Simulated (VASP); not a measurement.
# GaP (Cmcm) in VASP: single point with LDA

Aim: the single point of GaP with LDA.

Program: VASP 6.6.1. These are calculated values, not measurements. Logs are shortened: lines on timing, memory, paths and dates and some standing lists are left out, and cuts for length are marked.

## Step 1: The cell of the first run

The structure is orthorhombic, space group Cmcm (No. 63). Conventional cell: a = 4.654 Å, b = 4.956 Å, c = 13.361 Å, α = 90.00°, β = 90.00°, γ = 90.00°. Ga (site symmetry m) has 6 P at 2.34 to 2.61 Å and 2 Ga at 2.62 to 2.64 Å within 3.1 Å. Ga (site symmetry m2m) has 6 P at 2.33 to 2.59 Å and 2 Ga at 2.62 Å within 3.1 Å. P (site symmetry m) has 2 P at 2.20 to 2.76 Å and 6 Ga at 2.34 to 2.61 Å within 2.9 Å. Within 3.1 Å of P (site symmetry m2m) lie 6 Ga at 2.33 to 2.59 Å and 2 P at 2.76 Å.

## Step 2: Single point, LDA

INCAR reads:

```
PREC = Accurate ; ENCUT = 520
EDIFF = 1E-7 ; ISMEAR = 0
SIGMA = 0.1 ; LREAL = F
LASPH = T ; NELM = 100
ALGO = Fast ; ISIF = 2
LWAVE = F ; LCHARG = T
GGA = CA ; LELF = T
LVHAR = T ; NBANDS = 66
```

KPOINTS reads:

```
regular mesh
0
Gamma
  12 12 4
```

POSCAR reads:

```
GaP
1.0
    2.3270248609     -2.4779085347      0.0000000000
    2.3270248609      2.4779085347      0.0000000000
    0.0000000000      0.0000000000     13.3612433408
Ga P
6 6
Direct
    0.8967598530      0.1032401470      0.5909677766
    0.1032401470      0.8967598530      0.4090322234
    0.1032401470      0.8967598530      0.0909677766
    0.8967598530      0.1032401470      0.9090322234
    0.4124889156      0.5875110844      0.2500000000
    0.5875110844      0.4124889156      0.7500000000
    0.6070370420      0.3929629580      0.0721411991
    0.3929629580      0.6070370420      0.9278588009
    0.3929629580      0.6070370420      0.5721411991
    0.6070370420      0.3929629580      0.4278588009
    0.8889338068      0.1110661932      0.2500000000
    0.1110661932      0.8889338068      0.7500000000
```

Potentials or basis: VASP PAW LDA potentials, release 64 (Ga_d, P).

Run with:

```sh
$ cat potpaw_LDA.64/Ga_d/POTCAR potpaw_LDA.64/P/POTCAR > POTCAR
$ mpirun -np 1 vasp_std > vasp.out
```

OUTCAR:

```text
PREC = Accurate
   ENCUT = 520
   EDIFF = 1E-7
   ISMEAR = 0
   LREAL = F
   LASPH = T
   NELM = 100
   ISIF = 2
   GGA = CA

 ion  position               nearest neighbor table
   1  0.897  0.103  0.591-   9 2.34   9 2.34  12 2.38   9 2.47   9 2.51  10 2.61   6 2.62   2 2.64

   2  0.103  0.897  0.409-  10 2.34  10 2.34  11 2.38  10 2.47  10 2.51   9 2.61   5 2.62   1 2.64

   3  0.103  0.897  0.091-   7 2.34   7 2.34  11 2.38   7 2.47   7 2.51   8 2.61   5 2.62   4 2.64

   4  0.897  0.103  0.909-   8 2.34   8 2.34  12 2.38   8 2.47   8 2.51   7 2.61   6 2.62   3 2.64

   5  0.412  0.588  0.250-  11 2.33  11 2.33  11 2.36   7 2.56  10 2.56  11 2.59   3 2.62   2 2.62

   6  0.588  0.412  0.750-  12 2.33  12 2.33  12 2.36   8 2.56   9 2.56  12 2.59   1 2.62   4 2.62

   7  0.607  0.393  0.072-   8 2.20   3 2.34   3 2.34   3 2.47   3 2.51   5 2.56   4 2.61  11 2.76

   8  0.393  0.607  0.928-   7 2.20   4 2.34   4 2.34   4 2.47   4 2.51   6 2.56   3 2.61  12 2.76

   9  0.393  0.607  0.572-  10 2.20   1 2.34   1 2.34   1 2.47   1 2.51   6 2.56   2 2.61  12 2.76

  10  0.607  0.393  0.428-   9 2.20   2 2.34   2 2.34   2 2.47   2 2.51   5 2.56   1 2.61  11 2.76

  11  0.889  0.111  0.250-   5 2.33   5 2.33   5 2.36   2 2.38   3 2.38   5 2.59  10 2.76   7 2.76

  12  0.111  0.889  0.750-   6 2.33   6 2.33   6 2.36   1 2.38   4 2.38   6 2.59   8 2.76   9 2.76

  LATTYP: Found a base centered orthorhombic cell.
 ALAT       =     4.6540497218
 B/A-ratio  =     1.0648397343
 C/A-ratio  =     2.8708853879

  Lattice vectors:

 A1 = (   2.3270248609,  -2.4779085347,   0.0000000000)
 A2 = (   2.3270248609,   2.4779085347,   0.0000000000)
 A3 = (   0.0000000000,   0.0000000000,  13.3612433408)

Analysis of symmetry for initial positions (statically):
=====================================================================
 Subroutine PRICEL returns:
 Original cell was already a primitive cell.

 Routine SETGRP: Setting up the symmetry group for a
 base centered orthorhombic supercell.

 Subroutine GETGRP returns: Found  8 space group operations
 (whereof  4 operations were pure point group operations)
 out of a pool of  8 trial point group operations.

The static configuration has the point symmetry C_2h.
 The point group associated with its full space group is D_2h.

Analysis of symmetry for dynamics (positions and initial velocities):
=====================================================================
 Subroutine PRICEL returns:
 Original cell was already a primitive cell.

 Routine SETGRP: Setting up the symmetry group for a
 base centered orthorhombic supercell.

 Subroutine GETGRP returns: Found  8 space group operations
 (whereof  4 operations were pure point group operations)
 out of a pool of  8 trial point group operations.

The dynamic configuration has the point symmetry C_2h.
 The point group associated with its full space group is D_2h.

 Subroutine INISYM returns: Found  8 space group operations
 (whereof  4 operations are pure point group operations),
 and found     1 'primitive' translations

----------------------------------------------------------------------------------------

                                     Primitive cell

  volume of cell :     154.0860

  direct lattice vectors                    reciprocal lattice vectors
     2.327024861 -2.477908535  0.000000000     0.214866634 -0.201783074  0.000000000
     2.327024861  2.477908535  0.000000000     0.214866634  0.201783074  0.000000000
     0.000000000  0.000000000 13.361243341     0.000000000  0.000000000  0.074843334

  length of vectors
     3.399275718  3.399275718 13.361243341     0.294761055  0.294761055  0.074843334

  position of ions in fractional coordinates (direct lattice)
     0.896759853  0.103240147  0.590967777
     0.103240147  0.896759853  0.409032223
     0.103240147  0.896759853  0.090967777
     0.896759853  0.103240147  0.909032223
     0.412488916  0.587511084  0.250000000
     0.587511084  0.412488916  0.750000000
     0.607037042  0.392962958  0.072141199
     0.392962958  0.607037042  0.927858801
     0.392962958  0.607037042  0.572141199
     0.607037042  0.392962958  0.427858801
     0.888933807  0.111066193  0.250000000
     0.111066193  0.888933807  0.750000000

  ion indices of the primitive-cell ions
   primitive index   ion index
                 1           1
                 2           2
                 3           3
                 4           4
                 5           5
                 6           6
                 7           7
                 8           8
                 9           9
                10          10
                11          11
                12          12

----------------------------------------------------------------------------------------

 KPOINTS: regular mesh

Automatic generation of k-mesh.
 Grid dimensions read from file:
 generate k-points for:   12   12    4

 Generating k-lattice:

  Cartesian coordinates                     Fractional coordinates (reciprocal lattice)
     0.017905553 -0.016815256  0.000000000     0.083333333  0.000000000  0.000000000
     0.017905553  0.016815256  0.000000000     0.000000000  0.083333333  0.000000000
     0.000000000  0.000000000  0.018710834     0.000000000  0.000000000  0.250000000

  Length of vectors
     0.024563421  0.024563421  0.018710834

  Shift w.r.t. Gamma in fractional coordinates (k-lattice)
     0.000000000  0.000000000  0.000000000

 Subroutine IBZKPT returns following result:
 ===========================================

 Found    129 irreducible k-points:

 Following reciprocal coordinates:
            Coordinates               Weight
  0.000000  0.000000  0.000000      1.000000
  0.083333  0.000000  0.000000      4.000000
  0.166667  0.000000  0.000000      4.000000
  0.250000  0.000000  0.000000      4.000000
  0.333333  0.000000  0.000000      4.000000
  0.416667  0.000000  0.000000      4.000000
[... 16 lines left out ...]
  0.500000  0.166667  0.000000      4.000000
 -0.416667  0.166667  0.000000      4.000000
 [... further k-points ...]
   k-points           NKPTS =    129   k-points in BZ     NKDIM =    129   number of bands    NBANDS=     66
   number of dos      NEDOS =    301   number of ions     NIONS =     12
   total plane-waves  NPLWV =  78400
   dimension x,y,z NGX =    28 NGY =   28 NGZ =  100
   dimension x,y,z NGXF=    56 NGYF=   56 NGZF=  200
   ions per type =               6   6
   NGX,Y,Z   is equivalent  to a cutoff of  13.69, 13.69, 12.44 a.u.
   NGXF,Y,Z  is equivalent  to a cutoff of  27.39, 27.39, 24.88 a.u.
 SYSTEM =  unknown system
   PREC   = accura    normal or accurate (medium, high low for compatibility)
   ISTART =      0    job   : 0-new  1-cont  2-samecut
   ICHARG =      2    charge: 1-file 2-atom 10-const
   ISPIN  =      1    spin polarized calculation?
   LNONCOLLINEAR =      F non collinear calculations
   LSORBIT =      F    spin-orbit coupling
   LASPH  =      T    aspherical Exc in radial PAW
   ENCUT  =  520.0 eV  38.22 Ry    6.18 a.u.   6.32  6.32 24.84*2*pi/ulx,y,z
   NELM   =    100;   NELMIN=  2; NELMDL= -5     # of ELM steps
   EDIFF  = 0.1E-06   stopping-criterion for ELM
   LREAL  =      F    real-space projection
   EDIFFG = 0.1E-05   stopping-criterion for IOM
   NSW    =      0    number of steps for IOM
   IBRION =     -1    ionic relax: 0-MD 1-quasi-New 2-CG
   NFREE  =      0    steps in history (QN), initial steepest desc. (CG)
   ISIF   =      2    stress and relaxation
   ISYM   =      2    0-nonsym 1-usesym 2-fastsym
   POTIM  = 0.5000    time-step for ionic-motion
   TEBEG  =    0.0;   TEEND  =   0.0 temperature during run
   PSTRESS=    0.0 pullay stress
   NELECT =     108.0000    total number of electrons
   NUPDOWN=      -1.0000    fix difference up-down
   EMIN   =  10.00;   EMAX   =-10.00  energy-range for DOS
   EFERMI =   0.00;   METHOD = LEGACY
   ISMEAR =     0;   SIGMA  =   0.10  broadening in eV -4-tet -1-fermi 0-gaus
   EFERMI_NEDOS =   21; number of points for ismear=-14 and -15
   IALGO  =     68    algorithm
   IMIX   =      4    mixing-type and parameters
     AMIX     =   0.40;   BMIX     =  1.00
     AMIX_MAG =   1.60;   BMIX_MAG =  1.00
  volume/ion in A,a.u.               =      12.84        86.65
  Fermi-wavevector in a.u.,A,eV,Ry     =   1.454214  2.748066 28.772767  2.114739
  Thomas-Fermi vector in A             =   2.571391
   LORBIT       =      0    0 simple, 1 ext, 2 COOP (PROOUT), +10 PAW based schemes
   GGA     = CA    functional components
   LHFCALC =     F    Hartree Fock is set to
   AEXX    =    0.0000 exact exchange contribution
   IVDW    =     0    specifies the selected vdW correction
   LEPSILON=     F    determine dielectric tensor
   LRPA    =     F    only Hartree local field effects (RPA)
 non-spin polarized calculation
 RMM-DIIS sequential band-by-band and
 Gauss-broadening in eV      SIGMA  =   0.10
  energy-cutoff  :      520.00
  volume of cell :      154.09
 maximum number of plane-waves:      4185
 NGX is ok and might be reduce to    28
   NGX = 13   NGY = 13   NGZ = 49

 number of electron     108.0000015 magnetization

 Free energy of the ion-electron system (eV)
  ---------------------------------------------------
  ext. energy  EPLUGINS =         0.00000000
  ---------------------------------------------------
  free energy    TOTEN  =       -55.46867209 eV

  energy without entropy =      -55.45090776  energy(sigma->0) =      -55.45978992

 E-fermi :  10.6221     XC(G=0): -12.6790

 val. band max:       10.6185380838   @ k =  -0.3333   0.0833   0.5000
 cond. band min:      10.6221356466   @ k =   0.2500   0.2500   0.2500
 fundamental gap:      0.0035975628
 Fermi energy:        10.6221098882

 k-point     1 :       0.0000    0.0000    0.0000
  band No.  band energies     occupation
      1      -5.9990      2.00000
      2      -5.6525      2.00000
      3      -5.4501      2.00000
      4      -5.3996      2.00000
      5      -5.2649      2.00000
      6      -5.1953      2.00000
[... 58 lines left out ...]
     65      14.8622      0.00000
     66      16.0671      0.00000

 k-point     2 :       0.0833    0.0000    0.0000
  band No.  band energies     occupation
      1      -5.9193      2.00000
      2      -5.6034      2.00000
      3      -5.4321      2.00000
      4      -5.3867      2.00000
      5      -5.2541      2.00000
      6      -5.1738      2.00000
[... 58 lines left out ...]
     65      15.0032      0.00000
     66      15.9491      0.00000

 k-point     3 :       0.1667    0.0000    0.0000
  band No.  band energies     occupation
      1      -5.6905      2.00000
      2      -5.4847      2.00000
      3      -5.3895      2.00000
      4      -5.3500      2.00000
      5      -5.2261      2.00000
      6      -5.1705      2.00000
[... 1438 lines left out ...]
     65      15.5795      0.00000
     66      16.1062      0.00000

 k-point    24 :      -0.4167    0.1667    0.0000
  band No.  band energies     occupation
      1      -5.3808      2.00000
      2      -5.3389      2.00000
      3      -5.3200      2.00000
      4      -5.2741      2.00000
      5      -5.2547      2.00000
      6      -5.2151      2.00000
[... 58 lines left out ...]
     65      15.0519      0.00000
     66      16.1551      0.00000

 [... further k-points ...]

------------------------ aborting loop because EDIFF is reached ----------------------------------------

  FORCE on cell =-STRESS in cart. coord.  units (eV):
  Direction    XX          YY          ZZ          XY          YZ          ZX
  --------------------------------------------------------------------------------------
  -------------------------------------------------------------------------------------
  Total       29.8647187     29.8389291     29.7274673      0.0000000      0.0000000      0.0000000
  in kB      310.5316328    310.2634743    309.1045007      0.0000000      0.0000000      0.0000000
  external PRESSURE =     309.9665359 kB  Pullay stress =       0.0000000 kB

 VOLUME and BASIS-vectors are now :
 -----------------------------------------------------------------------------
  energy-cutoff  :      520.00
  volume of cell :      154.09
      direct lattice vectors                 reciprocal lattice vectors
     2.327024861 -2.477908535  0.000000000     0.214866634 -0.201783074  0.000000000
     2.327024861  2.477908535  0.000000000     0.214866634  0.201783074  0.000000000
     0.000000000  0.000000000 13.361243341     0.000000000  0.000000000  0.074843334

 POSITION                                       TOTAL-FORCE (eV/Angst)
 -----------------------------------------------------------------------------------
      2.32702     -1.96627      7.89606         0.000000      0.001563     -0.000456
      2.32702      1.96627      5.46518         0.000000     -0.001563      0.000456
      2.32702      1.96627      1.21544         0.000000     -0.001563     -0.000456
      2.32702     -1.96627     12.14580         0.000000      0.001563      0.000456
      2.32702      0.43369      3.34031         0.000000      0.000083     -0.000000
      2.32702     -0.43369     10.02093         0.000000     -0.000083     -0.000000
      2.32702     -0.53046      0.96390         0.000000      0.011385     -0.029111
      2.32702      0.53046     12.39735         0.000000     -0.011385      0.029111
      2.32702      0.53046      7.64452         0.000000     -0.011385     -0.029111
      2.32702     -0.53046      5.71673         0.000000      0.011385      0.029111
      2.32702     -1.92748      3.34031         0.000000      0.003958     -0.000000
      2.32702      1.92748     10.02093         0.000000     -0.003958     -0.000000
 -----------------------------------------------------------------------------------
    total drift:                                0.000000      0.000000      0.000000

  FREE ENERGIE OF THE ION-ELECTRON SYSTEM (eV)
  ---------------------------------------------------
  free  energy   TOTEN  =       -55.4686720859 eV

  energy  without entropy=      -55.4509077602  energy(sigma->0) =      -55.45978992
```

Run time: 24 min. Hardware: 1 thread of Oxide Virtual Turin-like, shared host; peak memory 0.82 GiB.

What came out:

```
Free energy            : -55.4687 eV
Pressure               : 31.0 GPa
Largest force          : 0.031 eV/Å
Band gap on the k mesh : zero (bands 54 and 55 overlap by 4.33 eV)
```

Forces on the atoms (eV/Å):
```
Ga   0.000  0.002  0.000
Ga   0.000 -0.002  0.000
Ga   0.000 -0.002  0.000
Ga   0.000  0.002  0.000
Ga   0.000  0.000  0.000
Ga   0.000  0.000  0.000
P    0.000  0.011 -0.029
P    0.000 -0.011  0.029
P    0.000 -0.011 -0.029
P    0.000  0.011  0.029
P    0.000  0.004  0.000
P    0.000 -0.004  0.000
```

Caveat: the cell stands under pressure.
